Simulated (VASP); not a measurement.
Input of a VASP 6.6.1 run:

The input INCAR:

```
  PREC = Accurate
  ENCUT = 520
  EDIFF = 1E-7
  ISMEAR = 0
  SIGMA = 0.01
  LREAL = F
  LASPH = T
  NELM = 60
  ALGO = Normal
  ISIF = 2
  LWAVE = F
  LCHARG = T
  GGA = PE
  LELF = T
  LVHAR = T
  NBANDS = 36
```

File KPOINTS:

```
Automatic mesh
0
Gamma
  12 12 2
```

The input POSCAR:

```
AlB2As3
1.0
    3.5776312001      0.0000000000      0.0000000000
   -1.7888156000      3.0983195046      0.0000000000
    0.0000000000      0.0000000000     18.2226834690
Al B As
2 4 6
Direct
    0.3333333333      0.6666666667      0.6549418410
    0.6666666667      0.3333333333      0.8483956964
    0.3333333333      0.6666666667      0.0223829423
    0.3333333333      0.6666666667      0.3282582450
    0.6666666667      0.3333333333      0.1753930286
    0.6666666667      0.3333333333      0.4806599556
    0.3333333333      0.6666666667      0.1382076364
    0.3333333333      0.6666666667      0.4439534959
    0.3333333333      0.6666666667      0.7883095881
    0.6666666667      0.3333333333      0.2910395011
    0.6666666667      0.3333333333      0.5953105180
    0.6666666667      0.3333333333      0.9851475713
```

Potentials or basis: VASP PAW PBE potentials, release 64 (Al, B, As).

Run with:

```sh
$ cat potpaw_PBE.64/Al/POTCAR potpaw_PBE.64/B/POTCAR potpaw_PBE.64/As/POTCAR > POTCAR
$ mpirun -np 1 vasp_std > vasp.out
```

**Question.** Predict the band gap on the k mesh.

**Answer.** 0.08 eV (least direct gap 0.09 eV).

**Question.** Estimate the pressure.

**Answer.** 0.3 GPa.

**Question.** Estimate the largest force.

**Answer.** 0.025 eV/Å.

Forces on the atoms (eV/Å):
```
Al   0.000  0.000  0.017
Al   0.000  0.000  0.025
B    0.000  0.000 -0.011
B    0.000  0.000 -0.011
B    0.000  0.000 -0.011
B    0.000  0.000 -0.024
As   0.000  0.000  0.010
As   0.000  0.000  0.009
As   0.000  0.000 -0.016
As   0.000  0.000  0.011
As   0.000  0.000  0.015
As   0.000  0.000 -0.014
```

Caveat: semilocal functionals underestimate gaps, and a narrow one can read as zero. A k mesh can miss the band edges.
